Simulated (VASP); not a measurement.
A run of VASP 6.6.1 is set up as follows.

File INCAR:

```
SYSTEM = In
ALGO = Fast ; EDIFF = 1E-7
ENCUT = 520 ; ISIF = 2
ISMEAR = 0 ; LASPH = .True.
LCHARG = .False. ; LREAL = .False.
LWAVE = .False. ; NBANDS = 12
NELM = 80 ; PREC = Accurate
SIGMA = 0.1
```

KPOINTS

```
k-points
0
Gamma
  18 18 18
  0 0 0
```

POSCAR

```
In
1.0
   -1.5752631919      1.5752631919      2.4737924834
    1.5752631919     -1.5752631919      2.4737924834
    1.5752631919      1.5752631919     -2.4737924834
In
1
Direct
    0.0000000000      0.0000000000      0.0000000000
```

Potentials or basis: VASP PAW LDA potentials, release 64 (In_d).

Run with:

```sh
$ cat potpaw_LDA.64/In_d/POTCAR > POTCAR
$ mpirun -np 1 vasp_std > vasp.out
```

Task: What does it give for the band gap on the k mesh?

Result: Zero (an odd number of electrons rules out a gap without spin polarisation).

Task: Predict the pressure.

Result: 0.1 GPa.

Caveat: spin-orbit coupling is left out, which moves the levels of the heavy elements.
